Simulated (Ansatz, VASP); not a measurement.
TiGe6Mo2: VASP beside Ansatz

File INCAR:

```
SYSTEM = TiGe6Mo2
ALGO = Normal
EDIFF = 1E-7
ENCUT = 520
GGA = PE
ISIF = 2
ISMEAR = 0
ISPIN = 2
LASPH = .True.
LCHARG = .False.
LMAXMIX = 4
LORBIT = 11
LREAL = .False.
LWAVE = .False.
MAGMOM = 1 0 0 0 0 0 0 1 1
NBANDS = 76
NELM = 150
PREC = Accurate
SIGMA = 0.1
```

KPOINTS

```
k-points
0
Gamma
  4 4 4
  0 0 0
```

Contents of POSCAR:

```
TiGe6Mo2
1.0
    0.0000000000      4.1669169642      7.1043303632
    2.3785702157      0.0000000000      7.1043303632
    2.3785702157      4.1669169642      0.0000000000
Ti Ge Mo
1 6 2
Direct
    0.0000000000      0.0000000000      0.0000000000
    0.6617809270      0.3382190730      0.6617809270
    0.9943385502      0.6704565031      0.3295434969
    0.3295434969      0.0056614498      0.9943385502
    0.3382190730      0.6617809270      0.3382190730
    0.6704565031      0.9943385502      0.0056614498
    0.0056614498      0.3295434969      0.6704565031
    0.3336064792      0.3336064792      0.6663935208
    0.6663935208      0.6663935208      0.3336064792
```

Input for Ansatz:

```yaml
crystal:
  lattice:
    - [0.0, 4.1669169642, 7.1043303632]
    - [2.3785702157, 0.0, 7.1043303632]
    - [2.3785702157, 4.1669169642, 0.0]
  atoms:
    - { symbol: Ti, position: [0.0, 0.0, 0.0], spin: 1.0 }
    - { symbol: Ge, position: [0.661780927, 0.338219073, 0.661780927] }
    - { symbol: Ge, position: [0.9943385502, 0.6704565031, 0.3295434969] }
    - { symbol: Ge, position: [0.3295434969, 0.0056614498, 0.9943385502] }
    - { symbol: Ge, position: [0.338219073, 0.661780927, 0.338219073] }
    - { symbol: Ge, position: [0.6704565031, 0.9943385502, 0.0056614498] }
    - { symbol: Ge, position: [0.0056614498, 0.3295434969, 0.6704565031] }
    - { symbol: Mo, position: [0.3336064792, 0.3336064792, 0.6663935208], spin: 1.0 }
    - { symbol: Mo, position: [0.6663935208, 0.6663935208, 0.3336064792], spin: 1.0 }
basis:
  ecutwfc: 420
kpoints:
  mp_grid: { grid: [4, 4, 4] }
hamiltonian:
  xc: pbe
scf:
  occupations: { method: gaussian, width: 0.1 }
  lower_state_search: "off"
output:
  forces: true
  stress: true
  eigenvalues: true
  populations: true
magnetization:
  spin_polarized: true
```

Alike in both runs: task single point; functional PBE; k mesh 4 × 4 × 4; occupations gaussian, width 0.1 eV; collinear spin.

```csv
,VASP,Ansatz
version,VASP 6.6.1,Ansatz 0.2.0
potentials or method,"VASP PAW PBE potentials, release 64 (Ti_sv, Ge_d, Mo_sv), cutoff 520 eV","scalar-relativistic, plane waves, PAW"
valence electrons in the cell,124,124
```

```tsv
	VASP	Ansatz	Ansatz less VASP
gap on the k mesh at the Fermi level (eV)	none	none	-
pressure (GPa)	0.2	0.0	-0.20
rms of the force components (eV/Å)	0.012	0.010	-0.0020
net moment per atom (μB)	0.00	0.00	0.000
```

Atom by atom the forces differ by 0.003 eV/Å (rms over components). A gap of «none» marks a metal or a gap that the smearing closes. Ansatz's warnings: seeded moment not kept.

The k mesh is coarse, so the values compare programs but aren't converged.
